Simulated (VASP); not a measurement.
Write the native input for VASP 6.6.1 that does the following.

| Item | Value |
| --- | --- |
| Task | single point |
| Functional | PBEsol |
| Potentials or basis | VASP PAW PBE potentials, release 64 (Al, Ru_pv) |
| Cutoff | 520 eV |
| k mesh | 12 × 12 × 4 |
| Occupations | gaussian, width 0.1 eV |
| Spin | no spin polarisation |
| Dipole correction | no |
| Further INCAR settings | ALGO = Fast; EDIFF = 1e-06; NBANDS = 48 |

The structure of Al3Ru2 lies in POSCAR:

```
Al3Ru2
1.0
    2.9811619142      0.0000000000      0.0000000000
    0.0000000000      2.9811619142      0.0000000000
    0.0000000000      0.0000000000     14.5081946478
Al Ru
6 4
Direct
    0.0000000000      0.0000000000      0.0000000000
    0.5000000000      0.5000000000      0.3069641050
    0.0000000000      0.0000000000      0.1930358950
    0.5000000000      0.5000000000      0.5000000000
    0.0000000000      0.0000000000      0.8069641050
    0.5000000000      0.5000000000      0.6930358950
    0.5000000000      0.5000000000      0.1046344189
    0.0000000000      0.0000000000      0.3953655811
    0.0000000000      0.0000000000      0.6046344189
    0.5000000000      0.5000000000      0.8953655811
```

This cell differs from its parent crystal: biaxial strain in the a-b plane: -3.0 %.

These files were run (other wordings do the same):

INCAR

```
PREC = Accurate
ENCUT = 520
EDIFF = 1E-6
ISMEAR = 0
SIGMA = 0.1
LREAL = False
LASPH = True
NELM = 60
ALGO = Fast
ISIF = 2
LWAVE = False
LCHARG = True
GGA = PS
LELF = True
LVHAR = True
NBANDS = 48
```

KPOINTS

```
regular mesh
0
Gamma
  12 12 4
```

Potentials or basis: VASP PAW PBE potentials, release 64 (Al, Ru_pv).

Command:

```bash
$ cat potpaw_PBE.64/Al/POTCAR potpaw_PBE.64/Ru_pv/POTCAR > POTCAR
$ mpirun -np 1 vasp_std > vasp.out
```

It gave:

```yaml
Pressure: 10.1 GPa
Largest_force: 0.129 eV/Å
Band_gap_on_the_k_mesh: zero (band 37 reaches 12.48 eV, above the bottom of band 38 at 10.43 eV)
```

Caveat: the cell differs from its parent crystal (biaxial strain in the a-b plane: -3.0 %); the PAW data sets were made with another functional, which shifts forces and pressure a little.

It took 15 min on 1 thread of Oxide Virtual Turin-like Processor, with other jobs on the host, peak memory 0.47 GiB.
